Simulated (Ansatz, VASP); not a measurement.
**ScCu: VASP beside Ansatz**

File INCAR:

```
SYSTEM = ScCu
PREC = Accurate
ENCUT = 520
EDIFF = 1E-6
ISMEAR = -1
SIGMA = 0.05
LREAL = .False.
LASPH = .True.
NELM = 100
ALGO = Normal
ISIF = 2
LWAVE = .False.
LCHARG = .True.
GGA = CA
LELF = .True.
LVHAR = .True.
NBANDS = 18
```

The input KPOINTS:

```
Automatic mesh
0
Gamma
  13 13 13
  0 0 0
```

Contents of POSCAR:

```
ScCu
1.0
    3.1670556362      0.0000000000      0.0000000000
    0.0000000000      3.1670556362      0.0000000000
    0.0000000000      0.0000000000      3.1670556362
Sc Cu
1 1
Direct
    0.5000000000      0.5000000000      0.5000000000
    0.0000000000      0.0000000000      0.0000000000
```

Input for Ansatz:

```yaml
crystal:
  lattice:
    - [3.1670556362, 0.0, 0.0]
    - [0.0, 3.1670556362, 0.0]
    - [0.0, 0.0, 3.1670556362]
  atoms:
    - { symbol: Sc, position: [0.5, 0.5, 0.5] }
    - { symbol: Cu, position: [0.0, 0.0, 0.0] }
kpoints:
  mp_grid: { grid: [13, 13, 13] }
scf:
  occupations: { method: fermi_dirac, width: 0.05 }
hamiltonian:
  xc: lda
  pseudopotentials: { kind: paw }
output:
  forces: true
  stress: true
  eigenvalues: true
  populations: true
  write_density: true
  write_potential: true
  elf: true
  volumetric_format: npy
```

Alike in both runs: task single point; functional LDA; k mesh 13 × 13 × 13; occupations fermi-dirac, width 0.05 eV; no spin polarisation.

|  | VASP | Ansatz |
| --- | --- | --- |
| version | VASP 6.6.1 | Ansatz 0.2.0 |
| potentials or method | VASP PAW LDA potentials, release 64 (Sc_sv, Cu) | PAW with Ansatz's default frozen-core files, scalar-relativistic |
| plane-wave cutoff (eV) | 520 | 420 |
| valence electrons in the cell | 22 | 30 |

|  | VASP | Ansatz | Ansatz less VASP |
| --- | --- | --- | --- |
| pressure (GPa) | 0.6 | 0.0 | -0.65 |

LDA's correlation is that of Perdew and Zunger in VASP and of Perdew and Wang (1992) in Ansatz. VASP's potentials hold 22 valence electrons a cell and Ansatz's 30, so a difference there can come from the potentials and not from the codes.
